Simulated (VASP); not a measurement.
Input of a VASP 6.6.1 run:

The input INCAR:

```
SYSTEM = PmTe
PREC = Accurate
ENCUT = 520
EDIFF = 1E-6
ISMEAR = 0
SIGMA = 0.05
LREAL = .False.
LASPH = .True.
NELM = 150
ALGO = Normal
ISIF = 2
LWAVE = .False.
LCHARG = .False.
ISPIN = 2
MAGMOM = 5.24 0
LORBIT = 11
LMAXMIX = 6
GGA = PE
NBANDS = 22
```

Contents of KPOINTS:

```
regular mesh
0
Gamma
  10 10 10
  0 0 0
```

POSCAR

```
PmTe
1.0
    3.9316354991      0.0000000000      0.0000000000
    0.0000000000      3.9316354991      0.0000000000
    0.0000000000      0.0000000000      3.9316354991
Pm Te
1 1
Direct
    0.0000000000      0.0000000000      0.0000000000
    0.5000000000      0.5000000000      0.5000000000
```

Potentials or basis: VASP PAW PBE potentials, release 64 (Pm, Te).

Launch:

```console
$ cat potpaw_PBE.64/Pm/POTCAR potpaw_PBE.64/Te/POTCAR > POTCAR
$ mpirun -np 1 vasp_std > vasp.out
```

Estimate the site moments.

Pm +4.60; Te -0.08 μB.

Predict the net moment.

5.00 μB per cell.

Caveat: the magnetic or orbital state may not be the lowest. The state reached can hang on the start; a lower one may exist.
